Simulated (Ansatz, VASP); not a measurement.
**In3GaP4 in VASP and in Ansatz**

Contents of INCAR:

```
ALGO = Fast
EDIFF = 1E-6
EDIFFG = -0.01
ENCUT = 600
GGA = PE
IBRION = 2
ISIF = 3
ISMEAR = 0
LASPH = T
LCHARG = F
LREAL = F
LWAVE = F
NELM = 80
NSW = 100
PREC = Accurate
SIGMA = 0.1
```

The input KPOINTS:

```
k-points
0
Gamma
  6 6 10
```

The input POSCAR:

```
In3GaP4
1.0
    3.8524809533     -5.4042080509      0.0000000000
    3.8524809533      5.4042080509      0.0000000000
    0.0000000000      0.0000000000      3.8920300607
In Ga P
3 1 4
Direct
    0.0000000000      0.5000000000      0.0000000000
    0.0000000000      0.0000000000      0.5000000000
    0.5000000000      0.0000000000      0.0000000000
    0.5000000000      0.5000000000      0.5000000000
    0.7345047260      0.7345047260      0.0000000000
    0.7415949980      0.2584050020      0.5000000000
    0.2584050020      0.7415949980      0.5000000000
    0.2654952740      0.2654952740      0.0000000000
```

Input for Ansatz:

```yaml
crystal:
  lattice:
    - [3.8524809533, -5.4042080509, 0.0]
    - [3.8524809533, 5.4042080509, 0.0]
    - [0.0, 0.0, 3.8920300607]
  atoms:
    - { symbol: In, position: [0.0, 0.5, 0.0] }
    - { symbol: In, position: [0.0, 0.0, 0.5] }
    - { symbol: In, position: [0.5, 0.0, 0.0] }
    - { symbol: Ga, position: [0.5, 0.5, 0.5] }
    - { symbol: P, position: [0.734504726, 0.734504726, 0.0] }
    - { symbol: P, position: [0.741594998, 0.258405002, 0.5] }
    - { symbol: P, position: [0.258405002, 0.741594998, 0.5] }
    - { symbol: P, position: [0.265495274, 0.265495274, 0.0] }
basis:
  ecutwfc: 420
kpoints:
  mp_grid: { grid: [6, 6, 10] }
hamiltonian:
  xc: pbe
scf:
  occupations: { method: gaussian, width: 0.1 }
output:
  forces: true
  stress: true
  eigenvalues: true
  write_density: true
  write_potential: true
  elf: true
  volumetric_format: npy
relax:
  adjacent_minimum: "off"
  f_tol: 0.01
  max_steps: 80
  cell: { stress_tol: 0.05 }
```

Alike in both runs: task relaxation of cell and atoms; functional PBE; k mesh 6 × 6 × 10; occupations gaussian, width 0.1 eV; no spin polarisation.

```csv
,VASP,Ansatz
version,VASP 6.6.1,Ansatz 0.2.0
potentials or method,"VASP PAW PBE potentials, release 64 (In_d, Ga_d, P), cutoff 600 eV","scalar-relativistic, plane waves, PAW"
valence electrons in the cell,72,72
```

Ansatz gave:

* gap on the k mesh at the Fermi level, each at its own relaxed structure (eV): none
* relaxed volume (Å³/atom): 20.24
* relaxed length of the cell vector where the two differ most in proportion (Å): 6.679

Problem. Which values does VASP return?

Solution. gap on the k mesh at the Fermi level, each at its own relaxed structure (eV): none; relaxed volume (Å³/atom): 20.23; relaxed length of the cell vector where the two differ most in proportion (Å): 6.681.

A gap of «none» marks a metal or a gap that the smearing closes.
